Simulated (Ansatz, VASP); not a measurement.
HfC: VASP beside Ansatz

INCAR

```
SYSTEM = HfC
  PREC = Accurate
  ENCUT = 520
  EDIFF = 1E-6
  ISMEAR = 0
  SIGMA = 0.1
  LREAL = .False.
  LASPH = .True.
  NELM = 100
  ALGO = Normal
  ISIF = 2
  LWAVE = .False.
  LCHARG = .False.
  GGA = PE
  NBANDS = 22
```

KPOINTS

```
Automatic mesh
0
Gamma
  15 15 8
  0 0 0
```

Contents of POSCAR:

```
HfC
1.0
    3.3428660531      0.0000000000      0.0000000000
   -1.6714330265      2.8950069234      0.0000000000
    0.0000000000      0.0000000000      5.2027140000
Hf C
2 2
Direct
    0.6666666700      0.3333333300      0.7500000000
    0.3333333300      0.6666666700      0.2500000000
    0.0000000000      0.0000000000      0.0000000000
    0.0000000000      0.0000000000      0.5000000000
```

Input for Ansatz:

```yaml
crystal:
  lattice:
    - [3.3428660531, 0.0, 0.0]
    - [-1.6714330265, 2.8950069234, 0.0]
    - [0.0, 0.0, 5.202714]
  atoms:
    - { symbol: Hf, position: [0.66666667, 0.33333333, 0.75] }
    - { symbol: Hf, position: [0.33333333, 0.66666667, 0.25] }
    - { symbol: C, position: [0.0, 0.0, 0.0] }
    - { symbol: C, position: [0.0, 0.0, 0.5] }
basis:
  ecutwfc: 420
kpoints:
  mp_grid: { grid: [15, 15, 8] }
hamiltonian:
  xc: pbe
scf:
  occupations: { method: gaussian, width: 0.1 }
output:
  forces: true
  stress: true
  eigenvalues: true
  populations: true
  write_density: true
  write_potential: true
  elf: true
  volumetric_format: npy
```

Alike in both runs: task single point; functional PBE; k mesh 15 × 15 × 8; occupations gaussian, width 0.1 eV; no spin polarisation.

```csv
,VASP,Ansatz
version,VASP 6.6.1,Ansatz 0.2.0
potentials or method,"VASP PAW PBE potentials, release 64 (Hf_pv, C), cutoff 520 eV","scalar-relativistic, plane waves, PAW"
valence electrons in the cell,28,60
```

|  | VASP | Ansatz | Ansatz less VASP |
| --- | --- | --- | --- |
| gap on the k mesh at the Fermi level (eV) | none | none | - |
| pressure (GPa) | -1.5 | -0.8 | +0.71 |
| traceless stress, the component that is largest in VASP (GPa) | 1.43 | 1.40 | -0.027 |

A gap of «none» marks a metal or a gap that the smearing closes. VASP's potentials hold 28 valence electrons a cell and Ansatz's 60, so a difference there can come from the potentials and not from the codes.

Neither program's run includes spin-orbit coupling.
